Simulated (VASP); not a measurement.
The system is Hf4N.

```
Hf N
1.0
     4.56824    0.00000    0.00000
     0.00000    4.56824    0.00000
     0.00000    0.00000    4.56824
Hf N
4 1
Cartesian
  2.2841 0.0000 0.0000
  0.0000 2.2841 0.0000
  0.0000 0.0000 2.2841
  2.2841 2.2841 2.2841
  0.0000 0.0000 0.0000
```

- Program: VASP 6.6.1
- Task: relaxation of cell and atoms
- Functional: PBE
- Potentials or basis: VASP PAW PBE potentials, release 64 (Hf_pv, N)
- Cutoff: 600 eV
- k mesh: 4 × 4 × 4
- Occupations: gaussian, width 0.1 eV
- Spin: no spin polarisation

At the start: pressure -6.2 GPa; volume 19.07 Å³/atom.

Question: How do energy, volume and symmetry change on relaxing?

Answer: Over 3 steps the energy falls by 16.7 meV/atom and the volume is 18.25 Å³/atom (-4.3 %); space group Pm-3m (No. 221, to 0.05 Å).

Step by step:
```
step  energy change (eV)  largest force (eV/Å)  pressure (GPa)  volume (Å³)
   1              0.0000                0.0000           -6.17        95.33
   2              0.0958                0.0000           10.76        85.56
   3             -0.0834                0.0000           -0.11        91.23
```

Final structure:
```yaml
crystal:
  lattice:
    - [4.50174, 0.00000, 0.00000]
    - [0.00000, 4.50174, 0.00000]
    - [0.00000, 0.00000, 4.50174]
  atoms:
    - { symbol: Hf, position: [0.50000, 0.00000, 0.00000] }
    - { symbol: Hf, position: [0.00000, 0.50000, 0.00000] }
    - { symbol: Hf, position: [0.00000, 0.00000, 0.50000] }
    - { symbol: Hf, position: [0.50000, 0.50000, 0.50000] }
    - { symbol: N, position: [0.00000, 0.00000, 0.00000] }
```
